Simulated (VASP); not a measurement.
# HfN (F-43m) in VASP: a series of runs

Aim: see how the results for HfN move with the level of theory and the settings. Levels: PBE0, HSE06. Tasks: single point.

All numbers are computed with VASP 6.6.1; they aren't measurements. Logs are shortened: lines on timing, memory, paths and dates and some standing lists are left out, and cuts for length are marked.

**1. The cell of the first run**

Symmetry: F-43m, No. 216, cubic system. Conventional cell: a = 4.910 Å, b = 4.910 Å, c = 4.910 Å, α = 90.00°, β = 90.00°, γ = 90.00°. Within 2.8 Å of Hf (site symmetry -43m) lie 4 N at 2.13 Å. Within 2.8 Å of N (site symmetry -43m) lie 4 Hf at 2.13 Å.

**2. Single point, PBE0**

File POSCAR:

```
HfN
1.0
    0.0000000000      2.4548220000      2.4548220000
    2.4548220000      0.0000000000      2.4548220000
    2.4548220000      2.4548220000      0.0000000000
Hf N
1 1
Direct
    0.0000000000      0.0000000000      0.0000000000
    0.2500000000      0.2500000000      0.2500000000
```

File INCAR.step1:

```
SYSTEM = HfN
PREC = Accurate ; ENCUT = 520
EDIFF = 1E-5 ; ISMEAR = -1
SIGMA = 0.05 ; LREAL = .FALSE.
LASPH = .TRUE. ; NELM = 80
ALGO = Normal ; ISIF = 2
LWAVE = .TRUE. ; LCHARG = .FALSE.
GGA = PE ; NBANDS = 14
```

File INCAR.step2:

```
SYSTEM = HfN
PREC = Accurate ; ENCUT = 520
EDIFF = 1E-6 ; ISMEAR = -1
SIGMA = 0.05 ; LREAL = .FALSE.
LASPH = .TRUE. ; NELM = 80
ALGO = Normal ; ISIF = 2
LWAVE = .FALSE. ; LCHARG = .FALSE.
GGA = PE ; LHFCALC = .TRUE.
AEXX = 0.25 ; PRECFOCK = Normal
ISTART = 1 ; NBANDS = 14
```

File KPOINTS:

```
Automatic mesh
0
G
  6 6 6
  0 0 0
```

Potentials or basis: VASP PAW PBE potentials, release 64 (Hf_pv, N).

Launch:

```bash
> cat potpaw_PBE.64/Hf_pv/POTCAR potpaw_PBE.64/N/POTCAR > POTCAR
> cp INCAR.step1 INCAR
> mpirun -np 1 vasp_std > vasp.out
> cp INCAR.step2 INCAR
> mpirun -np 1 vasp_std > vasp.out
```

OUTCAR:

```text
SYSTEM = HfN
   PREC = Accurate
   ENCUT = 520
   EDIFF = 1E-6
   ISMEAR = -1
   LREAL = .FALSE.
   LASPH = .TRUE.
   NELM = 80
   ISIF = 2
   GGA = PE
   LHFCALC = .TRUE.
   AEXX = 0.25
   PRECFOCK = Normal
   ISTART = 1

 ion  position               nearest neighbor table
   1  0.000  0.000  0.000-   2 2.13   2 2.13   2 2.13   2 2.13
   2  0.250  0.250  0.250-   1 2.13   1 2.13   1 2.13   1 2.13

  LATTYP: Found a face centered cubic cell.
 ALAT       =     4.9096440000

  Lattice vectors:

 A1 = (   0.0000000000,   2.4548220000,   2.4548220000)
 A2 = (   2.4548220000,   0.0000000000,   2.4548220000)
 A3 = (   2.4548220000,   2.4548220000,   0.0000000000)

Analysis of symmetry for initial positions (statically):
=====================================================================
 Subroutine PRICEL returns:
 Original cell was already a primitive cell.

 Routine SETGRP: Setting up the symmetry group for a
 face centered cubic supercell.

 Subroutine GETGRP returns: Found 24 space group operations
 (whereof 24 operations were pure point group operations)
 out of a pool of 48 trial point group operations.

The static configuration has the point symmetry T_d .

Analysis of symmetry for dynamics (positions and initial velocities):
=====================================================================
 Subroutine PRICEL returns:
 Original cell was already a primitive cell.

 Routine SETGRP: Setting up the symmetry group for a
 face centered cubic supercell.

 Subroutine GETGRP returns: Found 24 space group operations
 (whereof 24 operations were pure point group operations)
 out of a pool of 48 trial point group operations.

The dynamic configuration has the point symmetry T_d .

 Subroutine INISYM returns: Found 24 space group operations
 (whereof 24 operations are pure point group operations),
 and found     1 'primitive' translations

----------------------------------------------------------------------------------------

                                     Primitive cell

  volume of cell :      29.5863

  direct lattice vectors                    reciprocal lattice vectors
     0.000000000  2.454822000  2.454822000    -0.203680756  0.203680756  0.203680756
     2.454822000  0.000000000  2.454822000     0.203680756 -0.203680756  0.203680756
     2.454822000  2.454822000  0.000000000     0.203680756  0.203680756 -0.203680756

  length of vectors
     3.471642566  3.471642566  3.471642566     0.352785417  0.352785417  0.352785417

  position of ions in fractional coordinates (direct lattice)
     0.000000000  0.000000000  0.000000000
     0.250000000  0.250000000  0.250000000

  ion indices of the primitive-cell ions
   primitive index   ion index
                 1           1
                 2           2

----------------------------------------------------------------------------------------

 KPOINTS: Automatic mesh

Automatic generation of k-mesh.
 Grid dimensions read from file:
 generate k-points for:    6    6    6

 Generating k-lattice:

  Cartesian coordinates                     Fractional coordinates (reciprocal lattice)
    -0.033946793  0.033946793  0.033946793     0.166666667  0.000000000  0.000000000
     0.033946793 -0.033946793  0.033946793     0.000000000  0.166666667  0.000000000
     0.033946793  0.033946793 -0.033946793     0.000000000  0.000000000  0.166666667

  Length of vectors
     0.058797570  0.058797570  0.058797570

  Shift w.r.t. Gamma in fractional coordinates (k-lattice)
     0.000000000  0.000000000  0.000000000

 Subroutine IBZKPT returns following result:
 ===========================================

 Found     16 irreducible k-points:

 Following reciprocal coordinates:
            Coordinates               Weight
  0.000000  0.000000  0.000000      1.000000
  0.166667  0.000000  0.000000      8.000000
  0.333333  0.000000  0.000000      8.000000
  0.500000  0.000000  0.000000      4.000000
  0.166667  0.166667  0.000000      6.000000
  0.333333  0.166667  0.000000     24.000000
[... 8 lines left out ...]
 -0.333333  0.333333  0.166667     24.000000
 -0.333333  0.500000  0.166667     12.000000
   k-points           NKPTS =     16   k-points in BZ     NKDIM =    216   number of bands    NBANDS=     14
   number of dos      NEDOS =    301   number of ions     NIONS =      2
   total plane-waves  NPLWV =  21952
   dimension x,y,z NGX =    28 NGY =   28 NGZ =   28
   dimension x,y,z NGXF=    56 NGYF=   56 NGZF=   56
   ions per type =               1   1
   NGX,Y,Z   is equivalent  to a cutoff of  13.41, 13.41, 13.41 a.u.
   NGXF,Y,Z  is equivalent  to a cutoff of  26.82, 26.82, 26.82 a.u.
 SYSTEM =  HfN
   PREC   = accura    normal or accurate (medium, high low for compatibility)
   ISTART =      1    job   : 0-new  1-cont  2-samecut
   ICHARG =      0    charge: 1-file 2-atom 10-const
   ISPIN  =      1    spin polarized calculation?
   LNONCOLLINEAR =      F non collinear calculations
   LSORBIT =      F    spin-orbit coupling
   LASPH  =      T    aspherical Exc in radial PAW
   ENCUT  =  520.0 eV  38.22 Ry    6.18 a.u.   6.45  6.45  6.45*2*pi/ulx,y,z
   NELM   =     80;   NELMIN=  2; NELMDL=  0     # of ELM steps
   EDIFF  = 0.1E-05   stopping-criterion for ELM
   LREAL  =      F    real-space projection
   EDIFFG = 0.1E-04   stopping-criterion for IOM
   NSW    =      0    number of steps for IOM
   IBRION =     -1    ionic relax: 0-MD 1-quasi-New 2-CG
   NFREE  =      0    steps in history (QN), initial steepest desc. (CG)
   ISIF   =      2    stress and relaxation
   ISYM   =      3    0-nonsym 1-usesym 2-fastsym
   POTIM  = 0.5000    time-step for ionic-motion
   TEBEG  =    0.0;   TEEND  =   0.0 temperature during run
   PSTRESS=    0.0 pullay stress
   NELECT =      15.0000    total number of electrons
   NUPDOWN=      -1.0000    fix difference up-down
   EMIN   =  10.00;   EMAX   =-10.00  energy-range for DOS
   EFERMI =   0.00;   METHOD = LEGACY
   ISMEAR =    -1;   SIGMA  =   0.05  broadening in eV -4-tet -1-fermi 0-gaus
   EFERMI_NEDOS =   21; number of points for ismear=-14 and -15
   IALGO  =     38    algorithm
   IMIX   =      1    mixing-type and parameters
     AMIX     =   0.40;   BMIX     =  1.00
     AMIX_MAG =   1.60;   BMIX_MAG =  1.00
  volume/ion in A,a.u.               =      14.79        99.83
  Fermi-wavevector in a.u.,A,eV,Ry     =   1.305395  2.466839 23.185087  1.704056
  Thomas-Fermi vector in A             =   2.436267
   LORBIT       =      0    0 simple, 1 ext, 2 COOP (PROOUT), +10 PAW based schemes
   GGA     = PE    functional components
   LHFCALC =     T    Hartree Fock is set to
   PRECFOCK=normal    Normal, Fast or Accurate (Low or Medium for compatibility)
   ENCUT4O =  -1.0   cutoff for four orbital integrals eV
   NKREDX  =     1    reduce k-point grid by
   NKREDY  =     1    reduce k-point grid by
   NKREDZ  =     1    reduce k-point grid by
   AEXX    =    0.2500 exact exchange contribution
   HFSCREEN=    0.0000 screening length (either q_TF or 0.3 A-1)
   HFSCREENC=   0.0000 screening length for correlation (either q_TF or 0.3 A-1)
   ENCUTFOCK=  -1.0 apply spherical cutoff to Coloumb kernel
   IVDW    =     0    specifies the selected vdW correction
   LEPSILON=     F    determine dielectric tensor
   LRPA    =     F    only Hartree local field effects (RPA)
 non-spin polarized calculation
  energy-cutoff  :      520.00
  volume of cell :       29.59
 maximum number of plane-waves:       821
 NGX is ok and might be reduce to    28
  NGX = 20; NGY = 20; NGZ = 20

 number of electron      15.0000001 magnetization

 Free energy of the ion-electron system (eV)
  ---------------------------------------------------
  ext. energy  EPLUGINS =         0.00000000
  ---------------------------------------------------
  free energy    TOTEN  =       -26.30371946 eV

  energy without entropy =      -26.29987087  energy(sigma->0) =      -26.30179517

 E-fermi :   6.4233     XC(G=0):  -8.8429

 val. band max:        5.3942683864   @ k =   0.5000   0.3333   0.1667
 cond. band min:       6.5770776786   @ k =   0.5000   0.1667   0.0000
 fundamental gap:      1.1828092923
 Fermi energy:         6.4233311765

 k-point     1 :       0.0000    0.0000    0.0000
  band No.  band energies     occupation
      1     -28.1785      2.00000
      2     -28.1785      2.00000
      3     -28.1785      2.00000
      4     -13.0446      2.00000
      5      -1.0946      2.00000
      6      -1.0946      2.00000
      7      -1.0946      2.00000
      8       5.0664      2.00000
      9       9.0520      0.00000
     10       9.0521      0.00000
     11      13.5407      0.00000
     12      13.5407      0.00000
     13      13.5407      0.00000
     14      19.7438      0.00000

 k-point     2 :       0.1667    0.0000    0.0000
  band No.  band energies     occupation
      1     -28.3240      2.00000
      2     -28.1974      2.00000
      3     -28.1974      2.00000
      4     -12.7140      2.00000
      5      -1.5769      2.00000
      6      -0.8937      2.00000
      7      -0.8937      2.00000
      8       6.9294      0.00008
      9       8.6521      0.00000
     10       8.6521      0.00000
     11      12.8582      0.00000
     12      14.0595      0.00000
     13      14.0595      0.00000
     14      17.1833      0.00000

 k-point     3 :       0.3333    0.0000    0.0000
  band No.  band energies     occupation
      1     -28.6022      2.00000
      2     -28.2348      2.00000
      3     -28.2348      2.00000
      4     -12.1186      2.00000
      5      -1.7288      2.00000
      6      -0.5570      2.00000
      7      -0.5570      2.00000
      8       8.3201      0.00000
      9       8.7568      0.00000
     10       8.7568      0.00000
     11      11.8062      0.00000
     12      13.3778      0.00000
     13      13.3778      0.00000
     14      15.0441      0.00000
[... 188 lines left out ...]
 k-point    15 :      -0.3333    0.3333    0.1667
  band No.  band energies     occupation
      1     -28.6417      2.00000
      2     -28.4521      2.00000
      3     -28.3259      2.00000
      4     -11.5393      2.00000
      5      -1.1551      2.00000
      6      -0.8605      2.00000
      7       0.5309      2.00000
      8       4.6033      2.00000
      9       8.2298      0.00000
     10       9.9661      0.00000
     11      12.5255      0.00000
     12      13.2290      0.00000
     13      14.9264      0.00000
     14      17.4088      0.00000

 k-point    16 :      -0.3333    0.5000    0.1667
  band No.  band energies     occupation
      1     -28.6626      2.00000
      2     -28.4411      2.00000
      3     -28.3714      2.00000
      4     -11.4488      2.00000
      5      -1.8676      2.00000
      6      -0.0333      2.00000
      7       0.9305      2.00000
      8       3.8237      2.00000
      9       8.1662      0.00000
     10      10.5414      0.00000
     11      11.6843      0.00000
     12      13.1799      0.00000
     13      17.2405      0.00000
     14      17.8755      0.00000

------------------------ aborting loop because EDIFF is reached ----------------------------------------

  FORCE on cell =-STRESS in cart. coord.  units (eV):
  Direction    XX          YY          ZZ          XY          YZ          ZX
  --------------------------------------------------------------------------------------
  -------------------------------------------------------------------------------------
  Total       -0.8826153     -0.8826153     -0.8826153      0.0000000      0.0000000      0.0000000
  in kB      -47.7960487    -47.7960487    -47.7960487      0.0000000      0.0000000      0.0000000
  external PRESSURE =     -47.7960487 kB  Pullay stress =       0.0000000 kB

 VOLUME and BASIS-vectors are now :
 -----------------------------------------------------------------------------
  energy-cutoff  :      520.00
  volume of cell :       29.59
      direct lattice vectors                 reciprocal lattice vectors
     0.000000000  2.454822000  2.454822000    -0.203680756  0.203680756  0.203680756
     2.454822000  0.000000000  2.454822000     0.203680756 -0.203680756  0.203680756
     2.454822000  2.454822000  0.000000000     0.203680756  0.203680756 -0.203680756

 POSITION                                       TOTAL-FORCE (eV/Angst)
 -----------------------------------------------------------------------------------
      0.00000      0.00000      0.00000        -0.000000     -0.000000     -0.000000
      1.22741      1.22741      1.22741         0.000000      0.000000      0.000000
 -----------------------------------------------------------------------------------
    total drift:                               -0.000000     -0.000000     -0.000000

  FREE ENERGIE OF THE ION-ELECTRON SYSTEM (eV)
  ---------------------------------------------------
  free  energy   TOTEN  =       -26.3037194595 eV

  energy  without entropy=      -26.2998708743  energy(sigma->0) =      -26.30179517
```

It took 34 min on 1 thread of Intel Xeon Platinum 8375C at 2.90GHz (Ice Lake), shared host; peak memory 0.18 GiB.

What came out:

```
Free energy            : -26.3037 eV
Pressure               : -4.8 GPa
Band gap on the k mesh : zero (an odd number of electrons rules out a gap without spin polarisation)
```

Caveat: the k points lie up to 0.37 Å⁻¹ apart, too coarse for converged energies and pressures of a metal; the PAW data sets were made with another functional, which shifts forces and pressure a little; spin-orbit coupling is left out, which moves the levels of the heavy elements.

**3. Single point, HSE06**

This run uses another cell than the first one, of 15.09 Å³/atom.

File POSCAR:

```
HfN
1.0
    0.0000000000      2.4710795731      2.4710795731
    2.4710795731      0.0000000000      2.4710795731
    2.4710795731      2.4710795731      0.0000000000
Hf N
1 1
Direct
    0.0000000000      0.0000000000      0.0000000000
    0.2500000000      0.2500000000      0.2500000000
```

File INCAR.step1:

```
SYSTEM = HfN
ALGO = Normal
EDIFF = 1E-5
ENCUT = 520
GGA = PE
ISIF = 2
ISMEAR = -1
LASPH = .True.
LCHARG = .False.
LREAL = .False.
LWAVE = .True.
NBANDS = 14
NELM = 60
PREC = Accurate
SIGMA = 0.05
```

File INCAR.step2:

```
SYSTEM = HfN
ALGO = Normal
EDIFF = 1E-7
ENCUT = 520
GGA = PE
HFSCREEN = 0.2079
ISIF = 2
ISMEAR = -1
ISTART = 1
LASPH = .True.
LCHARG = .False.
LHFCALC = .True.
LREAL = .False.
LWAVE = .False.
NBANDS = 14
NELM = 60
PREC = Accurate
PRECFOCK = Normal
SIGMA = 0.05
```

File KPOINTS:

```
k-points
0
Gamma
  6 6 6
  0 0 0
```

Potentials or basis: VASP PAW PBE potentials, release 64 (Hf_pv, N).

Launch:

```bash
> cat potpaw_PBE.64/Hf_pv/POTCAR potpaw_PBE.64/N/POTCAR > POTCAR
> cp INCAR.step1 INCAR
> mpirun -np 1 vasp_std > vasp.out
> cp INCAR.step2 INCAR
> mpirun -np 1 vasp_std > vasp.out
```

It took 46 min on 1 thread of Intel Xeon Platinum 8375C at 2.90GHz (Ice Lake), shared host; peak memory 0.27 GiB.

It converged, with:

```yaml
Free_energy: -24.6628 eV
Pressure: -8.4 GPa
Band_gap_on_the_k_mesh: zero (an odd number of electrons rules out a gap without spin polarisation)
```

Levels at points of the mesh, in eV from the Fermi level:
```tsv
k point	band 4	band 5	band 6	band 7	band 8	band 9	band 10	band 11
(0.00, 0.00, 0.00)	-18.67	-6.75	-6.75	-6.75	-0.96	2.45	2.45	6.85
(0.50, 0.00, 0.00)	-17.54	-7.13	-6.10	-6.10	1.40	2.93	2.93	4.28
(0.50, 0.50, 0.00)	-17.16	-8.23	-4.84	-4.84	-1.83	2.33	4.34	4.73
```

Caveat: the k points lie up to 0.37 Å⁻¹ apart, too coarse for converged energies and pressures of a metal; the PAW data sets were made with another functional, which shifts forces and pressure a little; spin-orbit coupling is left out, which moves the levels of the heavy elements.

[end of part 1 of 2]
